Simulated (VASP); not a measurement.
**SnO2: single point with PBE**

Crystal: SnO2.

```
CELL_PARAMETERS angstrom
0.00000 2.57165 2.52022
2.57165 0.00000 2.52022
2.57165 2.57165 0.00000
ATOMIC_POSITIONS crystal
Sn 0.00000 0.00000 0.00000
O 0.25000 0.25000 0.25000
O 0.75000 0.75000 0.75000
```

This cell differs from its parent crystal: strain -0.0200 x Voigt [0, 0, 1, 0, 0, 0].

| Quantity | Value |
| --- | --- |
| Program | VASP 6.6.1 |
| Task | single point |
| Functional | PBE |
| Potentials or basis | VASP PAW PBE potentials, release 64 (Sn_d, O) |
| Cutoff | 520 eV |
| k mesh | 16 × 16 × 16 |
| Occupations | gaussian, width 0.15 eV |
| Spin | no spin polarisation |
| Dipole correction | no |
| Further INCAR settings | ALGO = Normal; EDIFF = 1e-06; NBANDS = 20 |

| Item | Value |
| --- | --- |
| Pressure | 4.6 GPa |
| Band gap on the k mesh | zero (bands 13 and 14 overlap by 0.05 eV) |

Stress tensor (GPa, compression positive):
```
 1.66  0.00  0.00
 0.00  1.66  0.00
 0.00  0.00 10.54
```

Levels at points of the mesh, in eV from the Fermi level:
| k point | band 10 | band 11 | band 12 | band 13 | band 14 | band 15 | band 16 | band 17 |
| --- | --- | --- | --- | --- | --- | --- | --- | --- |
| (0.00, 0.00, 0.00) | -3.12 | -1.76 | -1.76 | -1.41 | -0.27 | 6.68 | 6.80 | 6.80 |
| (0.50, 0.00, 0.00) | -3.67 | -3.54 | -2.40 | -2.33 | 4.39 | 7.63 | 9.94 | 9.96 |
| (0.50, 0.50, 0.00) | -5.75 | -0.53 | -0.53 | -0.25 | 2.68 | 6.62 | 9.62 | 11.78 |
| (0.50, 0.00, 0.50) | -5.63 | -0.58 | -0.46 | -0.33 | 2.98 | 6.81 | 9.51 | 11.62 |

Run time: 87 s on 1 thread of Intel(R) Xeon(R) 6975P-C (Granite Rapids) (shared host), peak memory 0.32 GiB.

Caveat: the cell differs from its parent crystal (strain -0.0200 x Voigt [0, 0, 1, 0, 0, 0]); the cell stands under pressure; semilocal functionals underestimate gaps, so a narrow gap can read as zero; spin-orbit coupling is left out, which moves the levels of the heavy elements.
